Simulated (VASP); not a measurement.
Runs of VASP 6.6.1 on CdTe. The structure is that of space group I-4m2 (No. 119), or close to it. The cells are those of the table. 

```csv
cell,gap on the mesh (eV),pressure (GPa)
"a = 4.601, b = 4.601, c = 4.669 Å, angles 59.5, 59.5, 61.0°, 2 atoms",0.63,(c)
"a = 4.500, b = 4.500, c = 4.601 Å, angles 59.3, 59.3, 61.5°, 2 atoms",0.78,4.4
"a = 4.535, b = 4.535, c = 4.669 Å, angles 59.0, 59.0, 62.0°, 2 atoms",(a),2.9
"a = 4.533, b = 4.533, c = 4.601 Å, angles 59.5, 59.5, 61.0°, 2 atoms",(b),3.6
"a = 4.568, b = 4.568, c = 4.669 Å, angles 59.3, 59.3, 61.5°, 2 atoms",0.64,2.2
```

Alike in all rows: task single point; level PBE; potentials or basis VASP PAW PBE potentials, release 64 (Cd, Te); no spin polarisation; k mesh 8 × 8 × 8; cutoff (eV) 520; smearing gaussian 0.05 eV.

Question: Fill in the values left out.

Answer: (a) 0.66; (b) 0.76; (c) 1.5.

Caveats: semilocal functionals underestimate gaps, and a narrow one can read as zero; spin-orbit coupling is left out, which moves the levels of the heavy elements; the cell stands under pressure (at least some runs).

A k mesh can miss the band edges, and the runs leave out spin-orbit coupling on Cd, Te.
